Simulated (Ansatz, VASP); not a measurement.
Two plane-wave programs on B4Ru

```
B Ru
1.0
     2.94265    0.00000    0.00000
     0.00000    2.94265    0.00000
     0.00000    0.00000    7.35561
B Ru
4 1
Direct
  0.50000 0.50000 0.28228
  0.50000 0.50000 0.71772
  0.00000 0.00000 0.00000
  0.50000 0.50000 0.50000
  0.50000 0.50000 0.00000
```

Alike in both runs: functional PBE; k mesh 6 × 6 × 4; occupations gaussian, width 0.1 eV; no spin polarisation.

Ansatz relaxed the structure, and its values are those at the end. VASP's run is a single point on that final structure, the one shown.

```csv
,VASP,Ansatz
version,VASP 6.6.1,Ansatz 0.2.0
potentials or method,"VASP PAW PBE potentials, release 64 (B, Ru_pv), cutoff 520 eV","scalar-relativistic, plane waves, PAW"
valence electrons in the cell,26,28
```

|  | VASP | Ansatz | Ansatz less VASP |
| --- | --- | --- | --- |
| gap on the k mesh at the Fermi level (eV) | none | none | - |
| pressure (GPa) | -0.1 | -0.1 | +0.05 |

A gap of «none» marks a metal or a gap that the smearing closes. VASP's potentials hold 26 valence electrons a cell and Ansatz's 28, so a difference there can come from the potentials and not from the codes.
